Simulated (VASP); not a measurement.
Wanted: the native input for a VASP 6.6.1 run.

* Task: single point
* Functional: PBE
* Potentials or basis: VASP PAW PBE potentials, release 64 (Al)
* Cutoff: 500 eV
* k mesh: 8 × 8 × 18
* Occupations: gaussian, width 0.1 eV
* Spin: no spin polarisation
* Dipole correction: no
* Further INCAR settings: ALGO = Normal; EDIFF = 1e-06; NBANDS = 10; ISYM = 0

The structure of Al lies in POSCAR:

```
Al
1.0
    4.2142044138      0.0000000000      0.0042287846
    0.0000000000      4.2142065355      0.0000000000
   -2.1051736474      0.0000000000      1.9504545212
Al
2
Direct
    0.0000000000      0.0000000000      0.0000000000
    0.5000000000      0.5000000000      0.0000000000
```

One way to write it, as run:

INCAR

```
SYSTEM = Al
ALGO     = Normal         ! electronic algorithm
EDIFF    = 1E-6           ! SCF threshold, eV
ENCUT    = 500            ! plane-wave cutoff, eV
GGA      = PE             ! functional
GGA_COMPAT= .False.      
ISIF     = 2              ! what is computed and relaxed
ISMEAR   = 0              ! smearing method
ISYM     = 0            
LASPH    = .True.         ! aspherical terms in the spheres
LCHARG   = .True.         ! write CHGCAR
LELF     = .True.         ! ELF
LREAL    = .False.        ! projectors in reciprocal space
LVHAR    = .True.       
LWAVE    = .False.        ! write WAVECAR
NBANDS   = 10             ! bands
NELM     = 120            ! most SCF steps
PREC     = Accurate       ! precision mode
SIGMA    = 0.1            ! smearing width, eV
```

KPOINTS

```
k-points
0
Gamma
  8 8 18
  0 0 0
```

Potentials or basis: VASP PAW PBE potentials, release 64 (Al).

Command:

```console
$ cat potpaw_PBE.64/Al/POTCAR > POTCAR
$ mpirun -np 1 vasp_std > vasp.out
```

It gave:

```json
{
 "Pressure": "-3.2 GPa",
 "Band gap on the k mesh": "zero (bands 3 and 4 overlap by 11.41 eV)"
}
```

Caveat: the stress differs along the axes, from -5 to 0 GPa.

Wall time 3.5 min on 1 thread of Intel Xeon 8259CL, on a shared host, peak memory 0.27 GiB.
